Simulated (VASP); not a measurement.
A run of VASP 6.6.1 is set up as follows.

Contents of INCAR:

```
ALGO = Normal
EDIFF = 1E-6
ENCUT = 520
ISIF = 2
ISMEAR = 0
LASPH = True
LCHARG = False
LREAL = False
LWAVE = False
NBANDS = 10
NELM = 60
PREC = Accurate
SIGMA = 0.15
```

The input KPOINTS:

```
k-points
0
Gamma
  18 18 10
```

The input POSCAR:

```
Al
1.0
    2.8515000000      0.0000000000      0.0000000000
   -1.4257500000      2.4694714389      0.0000000000
    0.0000000000      0.0000000000      5.0611000000
Al
2
Direct
    0.6666666667      0.3333333333      0.7500000000
    0.3333333333      0.6666666667      0.2500000000
```

Potentials or basis: VASP PAW LDA potentials, release 64 (Al).

Launch:

```sh
$ cat potpaw_LDA.64/Al/POTCAR > POTCAR
$ mpirun -np 1 vasp_std > vasp.out
```

(1) Estimate the pressure.

(2) What does it give for the band gap on the k mesh?

Answers

(1) -6.5 GPa.

(2) zero (bands 3 and 4 overlap by 6.33 eV).

Caveat: the cell stands under tension.
